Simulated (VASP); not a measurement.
# WSe2 (P6_3/mmc) in VASP: a series of runs, part 2 of 2

VASP 6.6.1.

### 5 Single point, PBE+D3(BJ) (volume scaled by 0.97, then relaxed in part)

The input, INCAR:

```
SYSTEM = WSe2
ALGO = Normal
EDIFF = 1E-6
ENCUT = 520
GGA = PE
ISIF = 2
ISMEAR = 0
IVDW = 12
LASPH = .True.
LCHARG = .False.
LREAL = .False.
LWAVE = .False.
NBANDS = 35
NELM = 60
PREC = Accurate
SIGMA = 0.02
```

The input, KPOINTS:

```
k-points
0
Gamma
  9 9 2
  0 0 0
```

The input, POSCAR:

```
WSe2
1.0
    3.2600632640      0.0000000000      0.0000000000
   -1.6300316320      2.8232976045      0.0000000000
    0.0000000000      0.0000000000     12.5495030442
W Se
2 4
Direct
    0.3333333333      0.6666666667      0.2500000000
    0.6666666667      0.3333333333      0.7500000000
    0.3333333333      0.6666666667      0.6155944136
    0.6666666667      0.3333333333      0.1155944136
    0.3333333333      0.6666666667      0.8844055864
    0.6666666667      0.3333333333      0.3844055864
```

Potentials or basis: VASP PAW PBE potentials, release 64 (W_sv, Se).

The run is started by

```sh
cat potpaw_PBE.64/W_sv/POTCAR potpaw_PBE.64/Se/POTCAR > POTCAR
mpirun -np 1 vasp_std > vasp.out
```

OUTCAR:

```text
SYSTEM = WSe2
   EDIFF = 1E-6
   ENCUT = 520
   GGA = PE
   ISIF = 2
   ISMEAR = 0
   IVDW = 12
   LASPH = .True.
   LREAL = .False.
   NELM = 60
   PREC = Accurate
 IVDW          = 12

 ion  position               nearest neighbor table
   1  0.333  0.667  0.250-   4 2.53   6 2.53   4 2.53   6 2.53   4 2.53   6 2.53
   2  0.667  0.333  0.750-   3 2.53   5 2.53   3 2.53   5 2.53   3 2.53   5 2.53
   3  0.333  0.667  0.616-   2 2.53   2 2.53   2 2.53
   4  0.667  0.333  0.116-   1 2.53   1 2.53   1 2.53
   5  0.333  0.667  0.884-   2 2.53   2 2.53   2 2.53
   6  0.667  0.333  0.384-   1 2.53   1 2.53   1 2.53

  LATTYP: Found a hexagonal cell.
 ALAT       =     3.2600632640
 C/A-ratio  =     3.8494661078

  Lattice vectors:

 A1 = (   3.2600632640,   0.0000000000,   0.0000000000)
 A2 = (  -1.6300316320,   2.8232976045,   0.0000000000)
 A3 = (   0.0000000000,   0.0000000000,  12.5495030442)

Analysis of symmetry for initial positions (statically):
=====================================================================
[... 182 lines left out ...]

 val. band max:        6.9293922529   @ k =   0.0000   0.0000   0.0000
 cond. band min:       7.8291922803   @ k =   0.2222   0.1111   0.0000
 fundamental gap:      0.8998000275
 Fermi energy:         7.1846769500

 k-point     1 :       0.0000    0.0000    0.0000
  band No.  band energies     occupation
      1     -67.4387      2.00000
      2     -67.4387      2.00000
      3     -31.7044      2.00000
      4     -31.7044      2.00000
      5     -31.5504      2.00000
      6     -31.5504      2.00000
[... 901 lines left out ...]
     34      11.2340      0.00000
     35      13.2775      0.00000

------------------------ aborting loop because EDIFF is reached ----------------------------------------

 Edisp (eV)   -2.94592

 E8    (eV) :    -1.3142

  FORCE on cell =-STRESS in cart. coord.  units (eV):
  Direction    XX          YY          ZZ          XY          YZ          ZX
  --------------------------------------------------------------------------------------
  -------------------------------------------------------------------------------------
  Total       1.48478     1.48478     1.57187     0.00000    -0.00000     0.00000
  in kB      20.59509    20.59509    21.80312     0.00000    -0.00000     0.00000
  external pressure =       21.00 kB  Pullay stress =        0.00 kB

 VOLUME and BASIS-vectors are now :
 -----------------------------------------------------------------------------
  energy-cutoff  :      520.00
  volume of cell :      115.51
      direct lattice vectors                 reciprocal lattice vectors
     3.260063264  0.000000000  0.000000000     0.306742514  0.177097873  0.000000000
    -1.630031632  2.823297605  0.000000000     0.000000000  0.354195746  0.000000000
     0.000000000  0.000000000 12.549503044     0.000000000  0.000000000  0.079684430

 POSITION                                       TOTAL-FORCE (eV/Angst)
 -----------------------------------------------------------------------------------
     -0.00000      1.88220      3.13738        -0.000000     -0.000000      0.000000
      1.63003      0.94110      9.41213         0.000000     -0.000000      0.000000
     -0.00000      1.88220      7.72540         0.000000     -0.000000     -0.049408
      1.63003      0.94110      1.45065        -0.000000      0.000000     -0.049408
     -0.00000      1.88220     11.09885         0.000000      0.000000      0.049408
      1.63003      0.94110      4.82410        -0.000000     -0.000000      0.049408
 -----------------------------------------------------------------------------------
    total drift:                               -0.000000      0.000000     -0.000000

  FREE ENERGIE OF THE ION-ELECTRON SYSTEM (eV)
  ---------------------------------------------------
  free  energy   TOTEN  =       -45.9093409145 eV

  energy  without entropy=      -45.9093409145  energy(sigma->0) =      -45.90934091
```

Run time: 2.1 min. Hardware: 1 thread of AMD EPYC 7R43 (Zen 3), shared host; peak memory 0.24 GiB.

Results:

| Quantity | Value |
| --- | --- |
| Free energy | -45.9093 eV |
| Pressure | 2.1 GPa |
| Largest force | 0.049 eV/Å |
| Band gap on the k mesh | 0.90 eV, indirect (least direct gap 1.61 eV) |
| Dispersion energy per atom | -0.491 eV |

Forces on the atoms (eV/Å):
```
W    0.000  0.000  0.000
W    0.000  0.000  0.000
Se   0.000  0.000 -0.049
Se   0.000  0.000 -0.049
Se   0.000  0.000  0.049
Se   0.000  0.000  0.049
```

Stress tensor (GPa, compression positive):
```
2.06 0.00 0.00
0.00 2.06 0.00
0.00 0.00 2.18
```

Caveat: the cell differs from its parent crystal (volume scaled by 0.97, then relaxed in part); spin-orbit coupling is left out, which moves the levels of the heavy elements. A k mesh can miss the band edges.

### 6 Single point, PBE+D3(BJ)

This run uses another cell than the first one, of 19.25 Å³/atom, 1.102 times its volume.

The input, INCAR:

```
  ALGO = Normal
  EDIFF = 1E-7
  ENCUT = 520
  GGA = PE
  ISIF = 2
  ISMEAR = 0
  IVDW = 12
  LASPH = True
  LCHARG = True
  LELF = True
  LREAL = False
  LVHAR = True
  LWAVE = False
  NBANDS = 35
  NELM = 100
  PREC = Accurate
  SIGMA = 0.02
```

The input, KPOINTS:

```
k-points
0
Gamma
  9 9 2
```

POSCAR is that of step 5.

Potentials or basis: VASP PAW PBE potentials, release 64 (W_sv, Se).

The run is started by

```sh
cat potpaw_PBE.64/W_sv/POTCAR potpaw_PBE.64/Se/POTCAR > POTCAR
mpirun -np 1 vasp_std > vasp.out
```

OUTCAR:

```text
EDIFF = 1E-7
   ENCUT = 520
   GGA = PE
   ISIF = 2
   ISMEAR = 0
   IVDW = 12
   LASPH = True
   LREAL = False
   NELM = 100
   PREC = Accurate
 IVDW          = 12

 ion  position               nearest neighbor table
   1  0.333  0.667  0.250-   4 2.53   6 2.53   4 2.53   6 2.53   4 2.53   6 2.53
   2  0.667  0.333  0.750-   3 2.53   5 2.53   3 2.53   5 2.53   3 2.53   5 2.53
   3  0.333  0.667  0.616-   2 2.53   2 2.53   2 2.53
   4  0.667  0.333  0.116-   1 2.53   1 2.53   1 2.53
   5  0.333  0.667  0.884-   2 2.53   2 2.53   2 2.53
   6  0.667  0.333  0.384-   1 2.53   1 2.53   1 2.53

  LATTYP: Found a hexagonal cell.
 ALAT       =     3.2600632640
 C/A-ratio  =     3.8494661078

  Lattice vectors:

 A1 = (   3.2600632640,   0.0000000000,   0.0000000000)
 A2 = (  -1.6300316320,   2.8232976045,   0.0000000000)
 A3 = (   0.0000000000,   0.0000000000,  12.5495030442)

Analysis of symmetry for initial positions (statically):
=====================================================================
 Subroutine PRICEL returns:
 Original cell was already a primitive cell.

 Routine SETGRP: Setting up the symmetry group for a
 hexagonal supercell.

 Subroutine GETGRP returns: Found 24 space group operations
 (whereof 12 operations were pure point group operations)
 out of a pool of 24 trial point group operations.

The static configuration has the point symmetry D_3d.
 The point group associated with its full space group is D_6h.

Analysis of symmetry for dynamics (positions and initial velocities):
=====================================================================
 Subroutine PRICEL returns:
 Original cell was already a primitive cell.

 Routine SETGRP: Setting up the symmetry group for a
 hexagonal supercell.

 Subroutine GETGRP returns: Found 24 space group operations
[... 128 lines left out ...]
   IALGO  =     38    algorithm
   IMIX   =      4    mixing-type and parameters
     AMIX     =   0.40;   BMIX     =  1.00
     AMIX_MAG =   1.60;   BMIX_MAG =  1.00
  volume/ion in A,a.u.               =      19.25       129.91
  Fermi-wavevector in a.u.,A,eV,Ry     =   1.254699  2.371037 21.419237  1.574269
  Thomas-Fermi vector in A             =   2.388491
   LORBIT       =      0    0 simple, 1 ext, 2 COOP (PROOUT), +10 PAW based schemes
   GGA     = PE    functional components
   LHFCALC =     F    Hartree Fock is set to
   AEXX    =    0.0000 exact exchange contribution
   IVDW    =    12    specifies the selected vdW correction
   LEPSILON=     F    determine dielectric tensor
   LRPA    =     F    only Hartree local field effects (RPA)
 non-spin polarized calculation
 Gauss-broadening in eV      SIGMA  =   0.02
  energy-cutoff  :      520.00
  volume of cell :      115.51
 maximum number of plane-waves:      3144
   NGX = 13   NGY = 13   NGZ = 47

 number of electron      52.0000005 magnetization

 Free energy of the ion-electron system (eV)
  ---------------------------------------------------
  ext. energy  EPLUGINS =         0.00000000
  ---------------------------------------------------
  free energy    TOTEN  =       -42.96341653 eV

  energy without entropy =      -42.96341653  energy(sigma->0) =      -42.96341653

 E-fermi :   7.1847     XC(G=0): -11.0851

 val. band max:        6.9294194084   @ k =   0.0000   0.0000   0.0000
 cond. band min:       7.8292211527   @ k =   0.2222   0.1111   0.0000
 fundamental gap:      0.8998017443
 Fermi energy:         7.1847187600

 k-point     1 :       0.0000    0.0000    0.0000
  band No.  band energies     occupation
      1     -67.4389      2.00000
      2     -67.4389      2.00000
      3     -31.7045      2.00000
      4     -31.7045      2.00000
      5     -31.5506      2.00000
      6     -31.5506      2.00000
[... 901 lines left out ...]
     34      11.2340      0.00000
     35      13.2773      0.00000

------------------------ aborting loop because EDIFF is reached ----------------------------------------

 Edisp (eV)   -2.94592

 E8    (eV) :    -1.3142

  FORCE on cell =-STRESS in cart. coord.  units (eV):
  Direction    XX          YY          ZZ          XY          YZ          ZX
  --------------------------------------------------------------------------------------
  -------------------------------------------------------------------------------------
  Total       1.48433     1.48433     1.57795     0.00000     0.00000     0.00000
  in kB      20.58888    20.58888    21.88744     0.00000     0.00000     0.00000
  external pressure =       21.02 kB  Pullay stress =        0.00 kB

 VOLUME and BASIS-vectors are now :
 -----------------------------------------------------------------------------
  energy-cutoff  :      520.00
  volume of cell :      115.51
      direct lattice vectors                 reciprocal lattice vectors
     3.260063264  0.000000000  0.000000000     0.306742514  0.177097873  0.000000000
    -1.630031632  2.823297605  0.000000000     0.000000000  0.354195746  0.000000000
     0.000000000  0.000000000 12.549503044     0.000000000  0.000000000  0.079684430

 POSITION                                       TOTAL-FORCE (eV/Angst)
 -----------------------------------------------------------------------------------
     -0.00000      1.88220      3.13738         0.000000     -0.000000     -0.000000
      1.63003      0.94110      9.41213        -0.000000      0.000000     -0.000000
     -0.00000      1.88220      7.72540        -0.000000      0.000000     -0.049071
      1.63003      0.94110      1.45065         0.000000      0.000000     -0.049071
     -0.00000      1.88220     11.09885        -0.000000      0.000000      0.049071
      1.63003      0.94110      4.82410         0.000000     -0.000000      0.049071
 -----------------------------------------------------------------------------------
    total drift:                               -0.000000      0.000000     -0.000000

  FREE ENERGIE OF THE ION-ELECTRON SYSTEM (eV)
  ---------------------------------------------------
  free  energy   TOTEN  =       -45.9093408893 eV

  energy  without entropy=      -45.9093408893  energy(sigma->0) =      -45.90934089
```

OSZICAR:

```text
N       E                     dE             d eps       ncg     rms          rms(c)
DAV:   1     0.503153788511E+03    0.50315E+03   -0.27769E+04  1832   0.146E+03
DAV:   2    -0.132377603280E+02   -0.51639E+03   -0.49815E+03  1951   0.397E+02
DAV:   3    -0.441370263757E+02   -0.30899E+02   -0.30371E+02  2069   0.912E+01
DAV:   4    -0.447985834988E+02   -0.66156E+00   -0.65825E+00  2031   0.135E+01
DAV:   5    -0.448062877127E+02   -0.77042E-02   -0.76974E-02  2002   0.161E+00    0.304E+01
DAV:   6    -0.433489370658E+02    0.14574E+01   -0.55704E+00  1882   0.157E+01    0.110E+01
DAV:   7    -0.431476530378E+02    0.20128E+00   -0.28862E+00  1797   0.802E+00    0.569E+00
DAV:   8    -0.429622697100E+02    0.18538E+00   -0.41198E-01  1868   0.439E+00    0.131E+00
DAV:   9    -0.429653927570E+02   -0.31230E-02   -0.60252E-02  1969   0.119E+00    0.957E-01
DAV:  10    -0.429634615842E+02    0.19312E-02   -0.13778E-02  1813   0.792E-01    0.138E-01
DAV:  11    -0.429634774396E+02   -0.15855E-04   -0.17905E-03  1835   0.273E-01    0.198E-01
DAV:  12    -0.429634259652E+02    0.51474E-04   -0.65741E-05  1951   0.523E-02    0.125E-01
DAV:  13    -0.429634161473E+02    0.98179E-05   -0.91207E-05  1868   0.582E-02    0.931E-03
DAV:  14    -0.429634165594E+02   -0.41213E-06   -0.64006E-06  2025   0.132E-02    0.961E-03
DAV:  15    -0.429634165288E+02    0.30679E-07   -0.45323E-07  1728   0.358E-03
   1 F= -.45909341E+02 E0= -.45909341E+02  d E =-.119423E-74
```

Run time: 1.8 min. Hardware: 1 thread of AMD EPYC 7R43 (Zen 3), shared host; peak memory 0.24 GiB.

What came out:

```
Free energy                : -45.9093 eV
Pressure                   : 2.1 GPa
Largest force              : 0.049 eV/Å
Band gap on the k mesh     : 0.90 eV, indirect (least direct gap 1.61 eV)
Dispersion energy per atom : -0.491 eV
```

Forces on the atoms (eV/Å):
```
W    0.000  0.000  0.000
W    0.000  0.000  0.000
Se   0.000  0.000 -0.049
Se   0.000  0.000 -0.049
Se   0.000  0.000  0.049
Se   0.000  0.000  0.049
```

Stress tensor (GPa, compression positive):
```
2.06 0.00 0.00
0.00 2.06 0.00
0.00 0.00 2.19
```

Caveat: spin-orbit coupling is left out, which moves the levels of the heavy elements.

### 7 The runs side by side

```csv
cell,gap on the mesh (eV),pressure (GPa),largest force (eV/Å)
"a = 3.180, b = 3.180, c = 11.967 Å, angles 90.0, 90.0, 120.0°, 6 atoms",0.60,11.6,0.06
"a = 3.210, b = 3.210, c = 12.140 Å, angles 90.0, 90.0, 120.0°, 6 atoms",0.71,7.6,0.05
"a = 3.237, b = 3.237, c = 12.336 Å, angles 90.0, 90.0, 120.0°, 6 atoms",0.81,4.5,0.05
"a = 3.260, b = 3.260, c = 12.550 Å, angles 90.0, 90.0, 120.0°, 6 atoms",0.90,2.1,0.05
```

Alike in all rows: task single point; level PBE+D3(BJ); potentials or basis VASP PAW PBE potentials, release 64 (W_sv, Se); no spin polarisation; k mesh 9 × 9 × 2; cutoff (eV) 520; smearing gaussian 0.02 eV.

Caveats: spin-orbit coupling is left out, which moves the levels of the heavy elements.

Absolute energies hang on the potentials; compare differences alone.

### 8 Comparison with measurements

Step 6. A measured gap of WSe2 is 1.3 eV (indirect; “Time-resolved XUV ARPES with tunable 24–33 eV laser pulses at 30 meV resolution”, 2019, pmc:6684652); the calculated 0.90 eV misses it by -0.40 eV. Spin-orbit coupling on Se, W is left out. The value is that of PBE+D3(BJ) on a finite k mesh, which can miss the band edges, without temperature or zero-point motion. Semilocal functionals fall short of measured gaps as a rule.
